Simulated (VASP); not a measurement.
Wanted: the native input for a VASP 6.6.1 run.

```
Task                   : single point
Functional             : LDA
Potentials or basis    : VASP PAW LDA potentials, release 64 (Al, O)
Cutoff                 : 520 eV
k mesh                 : 12 × 12 × 4
Occupations            : gaussian, width 0.05 eV
Spin                   : no spin polarisation
Dipole correction      : no
Further INCAR settings : ALGO = Normal; EDIFF = 1e-06; NBANDS = 20
```

The structure of Al2O3 lies in POSCAR:

```
Al2O3
1.0
    3.1381818458      0.0000000000      0.0000000000
   -1.5690909229      2.7177452001      0.0000000000
    0.0000000000      0.0000000000      8.1806068824
Al O
2 3
Direct
    0.0000000000      0.0000000000      0.2779510000
    0.0000000000      0.0000000000      0.7220490000
    0.3333333333      0.6666666667      0.1994540000
    0.6666666667      0.3333333333      0.8005460000
    0.0000000000      0.0000000000      0.5000000000
```

This cell differs from its parent crystal: strain +0.040 along x and y, +0.080 along z.

One way to write it, as run:

INCAR

```
SYSTEM = Al2O3
PREC     = Accurate       ! precision mode
ENCUT    = 520            ! plane-wave cutoff, eV
EDIFF    = 1E-6           ! SCF threshold, eV
ISMEAR   = 0              ! smearing method
SIGMA    = 0.05           ! smearing width, eV
LREAL    = .FALSE.        ! projectors in reciprocal space
LASPH    = .TRUE.         ! aspherical terms in the spheres
NELM     = 60             ! most SCF steps
ALGO     = Normal         ! electronic algorithm
ISIF     = 2              ! what is computed and relaxed
LWAVE    = .FALSE.        ! write WAVECAR
LCHARG   = .TRUE.         ! write CHGCAR
GGA      = CA             ! functional
LELF     = .TRUE.         ! ELF
LVHAR    = .TRUE.       
NBANDS   = 20             ! bands
```

KPOINTS

```
Automatic mesh
0
G
  12 12 4
  0 0 0
```

Potentials or basis: VASP PAW LDA potentials, release 64 (Al, O).

Run with:

```sh
$ cat potpaw_LDA.64/Al/POTCAR potpaw_LDA.64/O/POTCAR > POTCAR
$ mpirun -np 1 vasp_std > vasp.out
```

Results of the run:

* Pressure: -24.5 GPa
* Largest force: 1.999 eV/Å
* Band gap on the k mesh: 0.79 eV, direct

Caveat: the cell differs from its parent crystal (strain +0.040 along x and y, +0.080 along z); forces of over 1 eV/Å act on the atoms, so gaps and moduli don't describe the material at rest.

It took 33 s on 1 thread of Intel(R) Xeon(R) 6975P-C (Granite Rapids) (shared host), peak memory 0.2 GiB.
